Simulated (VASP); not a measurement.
LiH:

```xyz
2
Lattice="0.0000 1.9900 1.9900 1.9900 0.0000 1.9900 1.9900 1.9900 0.0000" Properties=species:S:1:pos:R:3 pbc="T T T"
Li    0.0000    0.0000    0.0000
H     1.9900    1.9900    1.9900
```

Program: VASP 6.6.1. Alike in all runs: task single point; potentials or basis VASP PAW PBE potentials, release 64 (Li_sv, H); no spin polarisation; cell as given; k mesh 10 × 10 × 10; cutoff (eV) 520; smearing fermi-dirac 0.05 eV.

Task: Order these runs on this cell by their band gap on the k mesh, lowest first.
A. level r2SCAN
B. level PBEsol
C. level HSE06; grid for exact exchange (PRECFOCK) Normal; share of exact exchange 0.25; screening parameter 0.2079 1/Å

Result: B (2.73 eV), A (3.57 eV), C (3.96 eV).

A k mesh can miss the band edges.
